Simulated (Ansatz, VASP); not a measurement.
# Two plane-wave programs on KBaI3

File INCAR:

```
PREC = Accurate
ENCUT = 500
EDIFF = 1E-6
ISMEAR = -1
SIGMA = 0.02
LREAL = F
LASPH = T
NELM = 120
ALGO = Normal
ISIF = 2
LWAVE = F
LCHARG = T
GGA = PE
LELF = T
LVHAR = T
NBANDS = 28
GGA_COMPAT = F
```

The input KPOINTS:

```
regular mesh
0
Gamma
  4 4 4
```

File POSCAR:

```
KBaI3
1.0
    6.7191904481      0.0000000000      0.0000000000
    0.0000000000      6.7191904481      0.0000000000
    0.0000000000      0.0000000000      6.7191904481
K Ba I
1 1 3
Direct
    0.0000000000      0.0000000000      0.0000000000
    0.5000000000      0.5000000000      0.5000000000
    0.5000000000      0.5000000000      0.0000000000
    0.5000000000      0.0000000000      0.5000000000
    0.0000000000      0.5000000000      0.5000000000
```

Input for Ansatz:

```yaml
crystal:
  lattice:
    - [6.7191904481, 0.0, 0.0]
    - [0.0, 6.7191904481, 0.0]
    - [0.0, 0.0, 6.7191904481]
  atoms:
    - { symbol: K, position: [0.0, 0.0, 0.0] }
    - { symbol: Ba, position: [0.5, 0.5, 0.5] }
    - { symbol: I, position: [0.5, 0.5, 0.0] }
    - { symbol: I, position: [0.5, 0.0, 0.5] }
    - { symbol: I, position: [0.0, 0.5, 0.5] }
kpoints:
  mp_grid: { grid: [4, 4, 4] }
  band_path:
    path: [[0.0, 0.0, 0.0], [0.0, 0.5, 0.0], [0.5, 0.5, 0.0], [0.5, 0.5, 0.5]]
    npoints: 1
hamiltonian:
  xc: pbe
scf:
  occupations: { method: fermi_dirac, width: 0.02 }
  n_extra_bands: 5
output:
  forces: true
  stress: true
  eigenvalues: true
  write_density: true
  write_potential: true
  elf: true
  volumetric_format: npy
```

Alike in both runs: task single point; functional PBE; k mesh 4 × 4 × 4; occupations fermi-dirac, width 0.02 eV; no spin polarisation.

|  | VASP | Ansatz |
| --- | --- | --- |
| version | VASP 6.6.1 | Ansatz 0.2.0 |
| potentials or method | VASP PAW PBE potentials, release 64 (K_sv, Ba_sv, I) | plane waves, PAW |
| plane-wave cutoff (eV) | 500 | 420 |
| valence electrons in the cell | 40 | 70 |

```csv
,VASP,Ansatz,Ansatz less VASP
gap on the k mesh at the Fermi level (eV),3.09,3.10,+0.003
pressure (GPa),0.2,0.1,-0.15
```

VASP's potentials hold 40 valence electrons a cell and Ansatz's 70, so a difference there can come from the potentials and not from the codes.

Neither program's run includes spin-orbit coupling.
